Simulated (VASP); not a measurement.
Crystal: Os2C3.

```
CELL_PARAMETERS angstrom
3.29585 0.00000 0.00000
-1.64793 2.85429 0.00000
0.00000 0.00000 5.12781
ATOMIC_POSITIONS crystal
Os 0.33333 0.66667 0.24500
Os 0.66667 0.33333 0.75500
C 0.00000 0.00000 0.00000
C 0.33333 0.66667 0.64500
C 0.66667 0.33333 0.35500
```

| Property | Result |
| --- | --- |
| Program | VASP 6.6.1 |
| Task | relaxation of cell and atoms |
| Functional | PBE |
| Potentials or basis | VASP PAW PBE potentials, release 64 (Os_sv_GW, C) |
| Cutoff | 700 eV |
| k mesh | 6 × 6 × 4 |
| Occupations | gaussian, width 0.1 eV |
| Spin | no spin polarisation |

At the start: pressure 22.1 GPa; volume 9.65 Å³/atom.

Question: How do energy, volume and symmetry change on relaxing?

Answer: Over 11 steps the energy falls by 84.6 meV/atom and the volume is 10.47 Å³/atom (+8.5 %); space group P-3m1 (No. 164, to 0.1 Å) before and after.

Step by step:
```csv
step,energy change (eV),largest force (eV/Å),pressure (GPa),volume (Å³)
1,0.0000,1.1279,22.14,48.24
2,0.2830,1.0650,-27.82,58.16
3,-0.2866,0.9088,-3.54,52.04
4,-0.2870,0.9090,-2.74,51.89
5,-0.3832,0.3110,1.35,51.83
6,-0.3845,0.4916,2.00,51.82
7,-0.4208,0.0779,-1.55,52.64
8,-0.4220,0.0339,-1.06,52.52
9,-0.4215,0.0666,1.44,52.12
10,-0.4227,0.0436,0.03,52.35
11,-0.4229,0.0311,0.01,52.33
```

Final structure:
```xyz
5
Lattice="3.3084 0.0000 0.0000 -1.6542 2.8651 0.0000 0.0000 0.0000 5.5209" Properties=species:S:1:pos:R:3 pbc="T T T"
Os    0.0000    1.9101    1.4312
Os    1.6542    0.9550    4.0896
C     0.0000    0.0000    5.5209
C     0.0000    1.9101    3.4949
C     1.6542    0.9550    2.0259
```

Caveat: the k points lie up to 0.37 Å⁻¹ apart in the final cell, too coarse for converged energies and pressures of a metal.
